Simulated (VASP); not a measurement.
Runs of VASP 6.6.1 on ZrNbGe2. The structure is that of space group I4/mmm (No. 139), or close to it. The cells are those of the table. The cell was built from a structure type or drawn by symmetry, and may not be a known phase.

```csv
task,spin,cell,k mesh,cutoff (eV),gap on the mesh (eV),pressure (GPa),relaxed volume (Å³/atom)
single point,off,"a = 4.558 Å, angles 114.4, 114.4, 100.1°, 4 atoms",14 × 14 × 14,520,none,0.0,-
single point,off,"a = 4.554 Å, angles 114.4, 114.4, 100.0°, 4 atoms",6 × 6 × 6,520,none,0.1,-
single point,off,"a = 4.838 Å, angles 111.1, 111.1, 106.3°, 4 atoms",4 × 4 × 4,520,none,(a),-
relaxation of cell and atoms,off,"relaxed from a = 4.838 Å, angles 111.1, 111.1, 106.3°, 4 atoms",4 × 4 × 4,600,none,0.0,17.81
single point,collinear,"a = 4.554 Å, angles 114.4, 114.4, 100.0°, 4 atoms",6 × 6 × 6,520,none,0.2,-
single point,off,"a = 4.554 Å, angles 114.4, 114.4, 100.0°, 4 atoms",4 × 4 × 4,520,none,-0.1,-
relaxation of cell and atoms,off,"relaxed from a = 4.554 Å, angles 114.4, 114.4, 100.0°, 4 atoms",6 × 6 × 6,600,none,-0.2,(b)
```

Alike in all rows: level PBE; potentials or basis VASP PAW PBE potentials, release 64 (Zr_sv, Nb_sv, Ge_d); smearing gaussian 0.1 eV.

Fill in the values left out.

(a) -15.3; (b) 17.86.

Caveats: some runs use coarse meshes; the volume moved by over 15 % at a fixed basis, so the end points are rough (at least some runs).

A k mesh can miss the band edges, and the runs leave out spin-orbit coupling on Ge, Nb, Zr.

A gap of «none» marks levels without a gap at the run's occupations.
